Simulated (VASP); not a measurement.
Crystal: Ti.

```xyz
1
Lattice="0.0000 2.0650 2.0650 2.0650 0.0000 2.0650 2.0650 2.0650 0.0000" Properties=species:S:1:pos:R:3 pbc="T T T"
Ti    0.0000    0.0000    0.0000
```

This isn't the form of Ti at room conditions, which is hcp.

```yaml
Program: VASP 6.6.1
Task: relaxation of cell and atoms
Functional: PBEsol
Potentials_or_basis: VASP PAW PBE potentials, release 64 (Ti_sv)
Cutoff: 500 eV
k_mesh: 10 × 10 × 10
Occupations: fermi-dirac, width 0.05 eV
Spin: no spin polarisation
```

At the start: pressure -6.0 GPa; volume 17.61 Å³/atom.

Problem. Where does the relaxation end?

Solution. Over 3 steps the energy falls by 19.3 meV/atom and the volume is 16.63 Å³/atom (-5.6 %); space group Fm-3m (No. 225, to 0.1 Å) before and after.

The path:
```csv
step,energy change (eV),largest force (eV/Å),pressure (GPa),volume (Å³)
1,0.0000,0.0000,-5.98,17.61
2,-0.0100,0.0000,4.81,15.99
3,-0.0193,0.0000,-0.02,16.63
```

Final structure:
```cif
data_structure
_symmetry_space_group_name_H-M 'P 1'
_symmetry_Int_Tables_number 1
_cell_length_a 2.8649
_cell_length_b 2.8649
_cell_length_c 2.8649
_cell_angle_alpha 60.000
_cell_angle_beta 60.000
_cell_angle_gamma 60.000
_cell_volume 16.63
loop_
_atom_site_label
_atom_site_type_symbol
_atom_site_fract_x
_atom_site_fract_y
_atom_site_fract_z
_atom_site_occupancy
Ti1 Ti 0.00000 0.00000 0.00000 1
```

Caveat: the PAW data sets were made with another functional, which shifts forces and pressure a little.
